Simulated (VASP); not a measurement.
# Fe (Fmmm) in VASP: notebook

Fe is run at these levels: LDA; tasks: electric field gradients, single point.

Everything below comes from runs of VASP 6.6.1. Logs are shortened: lines on timing, memory, paths and dates and some standing lists are left out, and cuts for length are marked.

**1. The cell of the first run**

The structure is orthorhombic, space group Fmmm (No. 69). The conventional cell has a = 2.997 Å, b = 3.883 Å, c = 3.930 Å, α = 90.00°, β = 90.00°, γ = 90.00°. Within 3.2 Å of Fe (site symmetry mmm) lie 14 Fe at 2.45 to 3.00 Å.

**2. Electric field gradients, LDA, collinear spin, ferromagnetic start**

INCAR

```
  PREC = Accurate
  ENCUT = 520
  EDIFF = 1E-8
  ISMEAR = -1
  SIGMA = 0.05
  LREAL = F
  LASPH = T
  NELM = 200
  ALGO = Normal
  ISIF = 2
  LWAVE = F
  LCHARG = F
  ISPIN = 2
  MAGMOM = 3
  LORBIT = 11
  LMAXMIX = 4
  GGA = CA
  LEFG = T
  NBANDS = 14
  GGA_COMPAT = F
```

KPOINTS

```
regular mesh
0
Gamma
  16 16 16
```

POSCAR

```
Fe
1.0
    0.0000000000      1.9417396906      1.9651051623
    1.4984397099      0.0000000000      1.9651051623
    1.4984397099      1.9417396906      0.0000000000
Fe
1
Direct
    0.0000000000      0.0000000000      0.0000000000
```

Potentials or basis: VASP PAW LDA potentials, release 64 (Fe).

The run is started by

```sh
cat potpaw_LDA.64/Fe/POTCAR > POTCAR
mpirun -np 1 vasp_std > vasp.out
```

OUTCAR:

```text
PREC = Accurate
   ENCUT = 520
   EDIFF = 1E-8
   ISMEAR = -1
   LREAL = F
   LASPH = T
   NELM = 200
   ISIF = 2
   ISPIN = 2
   LORBIT = 11
   GGA = CA

 ion  position               nearest neighbor table
   1  0.000  0.000  0.000-

  LATTYP: Found a face centered orthorhombic cell.
 ALAT       =     2.9968794198
 B/A-ratio  =     1.2958410524
 C/A-ratio  =     1.3114342535

  Lattice vectors:

 A1 = (   0.0000000000,   1.9417396906,   1.9651051623)
 A2 = (   1.4984397099,   0.0000000000,   1.9651051623)
 A3 = (   1.4984397099,   1.9417396906,   0.0000000000)

Analysis of symmetry for initial positions (statically):
=====================================================================
 Subroutine PRICEL returns:
 Original cell was already a primitive cell.

 Routine SETGRP: Setting up the symmetry group for a
 face centered orthorhombic supercell.

 Subroutine GETGRP returns: Found  8 space group operations
 (whereof  8 operations were pure point group operations)
 out of a pool of  8 trial point group operations.

The static configuration has the point symmetry D_2h.

Analysis of symmetry for dynamics (positions and initial velocities):
=====================================================================
 Subroutine PRICEL returns:
 Original cell was already a primitive cell.

 Routine SETGRP: Setting up the symmetry group for a
 face centered orthorhombic supercell.

 Subroutine GETGRP returns: Found  8 space group operations
 (whereof  8 operations were pure point group operations)
 out of a pool of  8 trial point group operations.

The dynamic configuration has the point symmetry D_2h.

Analysis of structural, dynamic, and magnetic symmetry:
=====================================================================
 Subroutine PRICEL returns:
 Original cell was already a primitive cell.

 Routine SETGRP: Setting up the symmetry group for a
 face centered orthorhombic supercell.

 Subroutine GETGRP returns: Found  8 space group operations
 (whereof  8 operations were pure point group operations)
 out of a pool of  8 trial point group operations.

The overall configuration has the point symmetry D_2h.

 Subroutine INISYM returns: Found  8 space group operations
 (whereof  8 operations are pure point group operations),
 and found     1 'primitive' translations

[... 550 lines left out ...]
      9      30.6122      0.00000
     10      33.9541      0.00000
     11      34.4704      0.00000
     12      36.1648      0.00000
     13      36.4935      0.00000
     14      38.5177      0.00000

 [... further k-points ...]

 spin component 2

 k-point     1 :       0.0000    0.0000    0.0000
  band No.  band energies     occupation
      1      -2.4962      1.00000
      2       4.8935      1.00000
      3       5.0270      1.00000
      4       5.4891      0.95968
      5       6.6024      0.00000
      6       7.1559      0.00000
      7      29.4831      0.00000
      8      30.9935      0.00000
      9      31.2721      0.00000
     10      35.6112      0.00000
     11      36.4696      0.00000
     12      37.1256      0.00000
     13      37.5847      0.00000
     14      37.6682      0.00000
[... 379 lines left out ...]
      3       4.9692      1.00000
      4       5.6150      0.65751
      5       6.4732      0.00000
      6       7.1104      0.00000
      7      27.9078      0.00000
      8      29.5558      0.00000
      9      30.8427      0.00000
     10      34.5298      0.00000
     11      35.1125      0.00000
     12      36.8785      0.00000
     13      36.9600      0.00000
     14      39.2914      0.00000

 [... further k-points ...]
[... 5 lines left out ...]
  --------------------------------------------------------------------------------------
  -------------------------------------------------------------------------------------
  Total       -1.7453411     -1.0852651     -1.2002188      0.0000000      0.0000000      0.0000000
  in kB     -244.5371439   -152.0548779   -168.1608699      0.0000000      0.0000000      0.0000000
  external PRESSURE =    -188.2509639 kB  Pullay stress =       0.0000000 kB

 VOLUME and BASIS-vectors are now :
 -----------------------------------------------------------------------------
  energy-cutoff  :      520.00
  volume of cell :       11.44
      direct lattice vectors                 reciprocal lattice vectors
     0.000000000  1.941739691  1.965105162    -0.333680426  0.257501045  0.254439309
     1.498439710  0.000000000  1.965105162     0.333680426 -0.257501045  0.254439309
     1.498439710  1.941739691  0.000000000     0.333680426  0.257501045 -0.254439309

 POSITION                                       TOTAL-FORCE (eV/Angst)
 -----------------------------------------------------------------------------------
      0.00000      0.00000      0.00000         0.000000      0.000000      0.000000
 -----------------------------------------------------------------------------------
    total drift:                                0.000000     -0.000000     -0.000000

  FREE ENERGIE OF THE ION-ELECTRON SYSTEM (eV)
  ---------------------------------------------------
  free  energy   TOTEN  =        -9.1369201514 eV

  energy  without entropy=       -9.1266549759  energy(sigma->0) =       -9.13178756

 Electric field gradients (V/A^2)
---------------------------------------------------------------------
 ion       V_xx      V_yy      V_zz      V_xy      V_xz      V_yz
---------------------------------------------------------------------
   1       8.362    -4.109    -4.253     0.002     0.000    -0.001
---------------------------------------------------------------------

 Electric field gradients after diagonalization (V/A^2)
 (convention: |V_zz| > |V_xx| > |V_yy|)
----------------------------------------------------------------------
 ion       V_xx      V_yy      V_zz     asymmetry (V_yy - V_xx)/ V_zz
----------------------------------------------------------------------
   1      -4.253    -4.109     8.362       0.017
----------------------------------------------------------------------

           NMR quadrupolar parameters

 Cq : quadrupolar parameter    Cq=e*Q*V_zz/h
 eta: asymmetry parameters     (V_yy - V_xx)/ V_zz
 Q  : nuclear electric quadrupole moment in mb (millibarn)
----------------------------------------------------------------------
 ion       Cq(MHz)       eta       Q (mb)
----------------------------------------------------------------------
   1       0.020       0.017       1.000
----------------------------------------------------------------------

 total charge

# of ion       s       p       d       tot
------------------------------------------
    1        0.486   0.528   6.252   7.267

 magnetization (x)

# of ion       s       p       d       tot
------------------------------------------
    1       -0.011  -0.033   2.156   2.113
```

stdout:

```text
POSCAR found type information on POSCAR Fe
 POSCAR found :  1 types and       1 ions
 scaLAPACK will be used
 LDA part: xc-table for (Slater(with rela. corr.)+CA(PZ))
 , standard interpolation
 POSCAR, INCAR and KPOINTS ok, starting setup
 FFT: planning ... GRIDC
 FFT: planning ... GRID_SOFT
 FFT: planning ... GRID
 WAVECAR not read
 entering main loop
ion   1
```

It took 81 s on 1 thread of Intel Xeon 6975P-C (Granite Rapids), shared host; peak memory 0.25 GiB.

What came out:

```
Free energy                                           : -9.1369 eV
Pressure                                              : -18.8 GPa
Net moment                                            : 2.14 μB per cell
Site moments                                          : Fe +2.11 μB
Largest electric field gradient by atom               : Fe +8.4 V/Å²
Valence electrons inside the program's atomic spheres : Fe 7.27
```

Electric field gradients, principal values (V/Å²):
| atom | least | middle | greatest (by size) |
| --- | --- | --- | --- |
| 1 Fe | -4.109 | -4.253 | 8.362 |

Caveat: the cell stands under tension; without QUAD_EFG the Cq values of the log hold for a quadrupole moment of 1 mb, not for the nuclei.

**3. Electric field gradients, LDA, collinear spin, ferromagnetic start**

INCAR

```
SYSTEM = Fe
ALGO = Normal ; EDIFF = 1E-8
ENCUT = 520 ; GGA_COMPAT = .False.
ISIF = 2 ; ISMEAR = -1
ISPIN = 2 ; LASPH = .True.
LCHARG = .False. ; LEFG = .True.
LMAXMIX = 4 ; LORBIT = 11
LREAL = .False. ; LWAVE = .False.
MAGMOM = 3 ; NBANDS = 14
NELM = 200 ; PREC = Accurate
SIGMA = 0.05
```

KPOINTS

```
k-points
0
Gamma
  16 16 16
  0 0 0
```

POSCAR is that of step 2.

Potentials or basis: VASP PAW LDA potentials, release 64 (Fe).

The run is started by

```sh
cat potpaw_LDA.64/Fe/POTCAR > POTCAR
mpirun -np 1 vasp_std > vasp.out
```

OUTCAR:

```text
SYSTEM = Fe
   EDIFF = 1E-8
   ENCUT = 520
   ISIF = 2
   ISMEAR = -1
   ISPIN = 2
   LASPH = .True.
   LORBIT = 11
   LREAL = .False.
   NELM = 200
   PREC = Accurate

 ion  position               nearest neighbor table
   1  0.000  0.000  0.000-

  LATTYP: Found a face centered orthorhombic cell.
 ALAT       =     2.9968794198
 B/A-ratio  =     1.2958410524
 C/A-ratio  =     1.3114342535

  Lattice vectors:

 A1 = (   0.0000000000,   1.9417396906,   1.9651051623)
 A2 = (   1.4984397099,   0.0000000000,   1.9651051623)
 A3 = (   1.4984397099,   1.9417396906,   0.0000000000)

Analysis of symmetry for initial positions (statically):
=====================================================================
 Subroutine PRICEL returns:
 Original cell was already a primitive cell.

 Routine SETGRP: Setting up the symmetry group for a
 face centered orthorhombic supercell.

 Subroutine GETGRP returns: Found  8 space group operations
 (whereof  8 operations were pure point group operations)
 out of a pool of  8 trial point group operations.

The static configuration has the point symmetry D_2h.

Analysis of symmetry for dynamics (positions and initial velocities):
=====================================================================
 Subroutine PRICEL returns:
 Original cell was already a primitive cell.

 Routine SETGRP: Setting up the symmetry group for a
 face centered orthorhombic supercell.

 Subroutine GETGRP returns: Found  8 space group operations
 (whereof  8 operations were pure point group operations)
 out of a pool of  8 trial point group operations.

The dynamic configuration has the point symmetry D_2h.

Analysis of structural, dynamic, and magnetic symmetry:
=====================================================================
 Subroutine PRICEL returns:
 Original cell was already a primitive cell.

 Routine SETGRP: Setting up the symmetry group for a
 face centered orthorhombic supercell.

 Subroutine GETGRP returns: Found  8 space group operations
 (whereof  8 operations were pure point group operations)
 out of a pool of  8 trial point group operations.

The overall configuration has the point symmetry D_2h.

 Subroutine INISYM returns: Found  8 space group operations
 (whereof  8 operations are pure point group operations),
 and found     1 'primitive' translations

----------------------------------------------------------------------------------------

                                     Primitive cell

  volume of cell :      11.4353

  direct lattice vectors                    reciprocal lattice vectors
     0.000000000  1.941739691  1.965105162    -0.333680426  0.257501045  0.254439309
     1.498439710  0.000000000  1.965105162     0.333680426 -0.257501045  0.254439309
     1.498439710  1.941739691  0.000000000     0.333680426  0.257501045 -0.254439309

  length of vectors
     2.762605894  2.471226388  2.452687218     0.492329947  0.492329947  0.492329947

  position of ions in fractional coordinates (direct lattice)
     0.000000000  0.000000000  0.000000000

  ion indices of the primitive-cell ions
   primitive index   ion index
                 1           1

----------------------------------------------------------------------------------------

 KPOINTS: k-points

[... 111 lines left out ...]
  free energy    TOTEN  =        -9.13692015 eV

  energy without entropy =       -9.12665498  energy(sigma->0) =       -9.13178756

 E-fermi :   5.6476     XC(G=0): -13.3787

 val. band max:        5.6460599445   @ k =  -0.4375   0.3750   0.1250
 cond. band min:       5.6492326036   @ k =   0.5000   0.2500   0.2500
 fundamental gap:      0.0031726591
 Fermi energy:         5.6475707950

 spin component 1

 k-point     1 :       0.0000    0.0000    0.0000
  band No.  band energies     occupation
      1      -2.8738      1.00000
      2       3.1894      1.00000
      3       3.2902      1.00000
      4       3.6557      1.00000
      5       4.4440      1.00000
      6       4.8526      1.00000
      7      29.3356      0.00000
      8      30.8184      0.00000
      9      31.0779      0.00000
     10      35.0463      0.00000
     11      36.1090      0.00000
     12      36.2958      0.00000
     13      36.7695      0.00000
     14      36.8501      0.00000
[... 379 lines left out ...]
      3       3.2514      1.00000
      4       3.7828      1.00000
      5       4.3417      1.00000
      6       4.8126      1.00000
      7      27.4975      0.00000
      8      29.1378      0.00000
      9      30.6122      0.00000
     10      33.9541      0.00000
     11      34.4704      0.00000
     12      36.1648      0.00000
     13      36.4935      0.00000
     14      38.5177      0.00000

 [... further k-points ...]

 spin component 2

 k-point     1 :       0.0000    0.0000    0.0000
  band No.  band energies     occupation
      1      -2.4962      1.00000
      2       4.8935      1.00000
      3       5.0270      1.00000
      4       5.4891      0.95968
      5       6.6024      0.00000
      6       7.1559      0.00000
      7      29.4831      0.00000
      8      30.9935      0.00000
      9      31.2721      0.00000
     10      35.6112      0.00000
     11      36.4696      0.00000
     12      37.1256      0.00000
     13      37.5847      0.00000
     14      37.6682      0.00000
[... 379 lines left out ...]
      3       4.9692      1.00000
      4       5.6150      0.65751
      5       6.4732      0.00000
      6       7.1104      0.00000
      7      27.9078      0.00000
      8      29.5558      0.00000
      9      30.8427      0.00000
     10      34.5298      0.00000
     11      35.1125      0.00000
     12      36.8785      0.00000
     13      36.9600      0.00000
     14      39.2914      0.00000

 [... further k-points ...]
[... 5 lines left out ...]
  --------------------------------------------------------------------------------------
  -------------------------------------------------------------------------------------
  Total       -1.7453411     -1.0852651     -1.2002188      0.0000000      0.0000000      0.0000000
  in kB     -244.5371439   -152.0548779   -168.1608699      0.0000000      0.0000000      0.0000000
  external PRESSURE =    -188.2509639 kB  Pullay stress =       0.0000000 kB

 VOLUME and BASIS-vectors are now :
 -----------------------------------------------------------------------------
  energy-cutoff  :      520.00
  volume of cell :       11.44
      direct lattice vectors                 reciprocal lattice vectors
     0.000000000  1.941739691  1.965105162    -0.333680426  0.257501045  0.254439309
     1.498439710  0.000000000  1.965105162     0.333680426 -0.257501045  0.254439309
     1.498439710  1.941739691  0.000000000     0.333680426  0.257501045 -0.254439309

 POSITION                                       TOTAL-FORCE (eV/Angst)
 -----------------------------------------------------------------------------------
      0.00000      0.00000      0.00000         0.000000      0.000000      0.000000
 -----------------------------------------------------------------------------------
    total drift:                                0.000000     -0.000000     -0.000000

  FREE ENERGIE OF THE ION-ELECTRON SYSTEM (eV)
  ---------------------------------------------------
  free  energy   TOTEN  =        -9.1369201514 eV

  energy  without entropy=       -9.1266549759  energy(sigma->0) =       -9.13178756

 Electric field gradients (V/A^2)
---------------------------------------------------------------------
 ion       V_xx      V_yy      V_zz      V_xy      V_xz      V_yz
---------------------------------------------------------------------
   1       8.362    -4.109    -4.253     0.002     0.000    -0.001
---------------------------------------------------------------------

 Electric field gradients after diagonalization (V/A^2)
 (convention: |V_zz| > |V_xx| > |V_yy|)
----------------------------------------------------------------------
 ion       V_xx      V_yy      V_zz     asymmetry (V_yy - V_xx)/ V_zz
----------------------------------------------------------------------
   1      -4.253    -4.109     8.362       0.017
----------------------------------------------------------------------

           NMR quadrupolar parameters

 Cq : quadrupolar parameter    Cq=e*Q*V_zz/h
 eta: asymmetry parameters     (V_yy - V_xx)/ V_zz
 Q  : nuclear electric quadrupole moment in mb (millibarn)
----------------------------------------------------------------------
 ion       Cq(MHz)       eta       Q (mb)
----------------------------------------------------------------------
   1       0.020       0.017       1.000
----------------------------------------------------------------------

 total charge

# of ion       s       p       d       tot
------------------------------------------
    1        0.486   0.528   6.252   7.267

 magnetization (x)

# of ion       s       p       d       tot
------------------------------------------
    1       -0.011  -0.033   2.156   2.113
```

OSZICAR:

```text
N       E                     dE             d eps       ncg     rms          rms(c)
DAV:   1     0.210683892952E+02    0.21068E+02   -0.37917E+03 38232   0.716E+02
DAV:   2    -0.928133363545E+01   -0.30350E+02   -0.27754E+02 37926   0.130E+02
DAV:   3    -0.102290576010E+02   -0.94772E+00   -0.94013E+00 42412   0.238E+01
DAV:   4    -0.102324470571E+02   -0.33895E-02   -0.33891E-02 40170   0.128E+00
DAV:   5    -0.102324654010E+02   -0.18344E-04   -0.18344E-04 42738   0.977E-02    0.117E+01
DAV:   6    -0.925602525906E+01    0.97644E+00   -0.10784E+01 44598   0.400E+01    0.574E+00
DAV:   7    -0.915585208450E+01    0.10017E+00   -0.78461E-01 43278   0.105E+01    0.326E+00
DAV:   8    -0.914567572109E+01    0.10176E-01   -0.46452E-03 41788   0.415E-01    0.120E+00
DAV:   9    -0.913723700134E+01    0.84387E-02   -0.59957E-03 48664   0.376E-01    0.280E-01
DAV:  10    -0.913690101333E+01    0.33599E-03   -0.16960E-04 44082   0.205E-01    0.692E-02
DAV:  11    -0.913691881473E+01   -0.17801E-04   -0.71555E-05 44970   0.769E-02    0.307E-02
DAV:  12    -0.913691929163E+01   -0.47691E-06   -0.12138E-06 40554   0.126E-02    0.123E-02
DAV:  13    -0.913692044586E+01   -0.11542E-05   -0.79031E-07 47028   0.647E-03    0.831E-03
DAV:  14    -0.913692021366E+01    0.23220E-06   -0.21863E-07 42394   0.501E-03    0.320E-03
DAV:  15    -0.913692016005E+01    0.53605E-07   -0.69059E-09 23340   0.863E-04    0.110E-03
DAV:  16    -0.913692015140E+01    0.86511E-08   -0.31732E-09 18864   0.494E-04
   1 F= -.91369202E+01 E0= -.91317876E+01  d E =-.102652E-01  mag=     2.1380
```

stdout:

```text
POSCAR found type information on POSCAR Fe
 POSCAR found :  1 types and       1 ions
 scaLAPACK will be used
 LDA part: xc-table for (Slater(with rela. corr.)+CA(PZ))
 , standard interpolation
 POSCAR, INCAR and KPOINTS ok, starting setup
 FFT: planning ... GRIDC
 FFT: planning ... GRID_SOFT
 FFT: planning ... GRID
 WAVECAR not read
 entering main loop
ion   1
```

Wall time 75 s (1 thread of Intel Xeon 6975P-C (Granite Rapids), shared host); peak memory 0.25 GiB.

Results:

```yaml
Free_energy: -9.1369 eV
Pressure: -18.8 GPa
Net_moment: 2.14 μB per cell
Site_moments: Fe +2.11 μB
Largest_electric_field_gradient_by_atom: Fe +8.4 V/Å²
Valence_electrons_inside_the_program's_atomic_spheres: Fe 7.27
```

Electric field gradients, principal values (V/Å²):
| atom | least | middle | greatest (by size) |
| --- | --- | --- | --- |
| 1 Fe | -4.109 | -4.253 | 8.362 |

Caveat: the cell stands under tension; without QUAD_EFG the Cq values of the log hold for a quadrupole moment of 1 mb, not for the nuclei.

(Continued in part 2 of 2.)
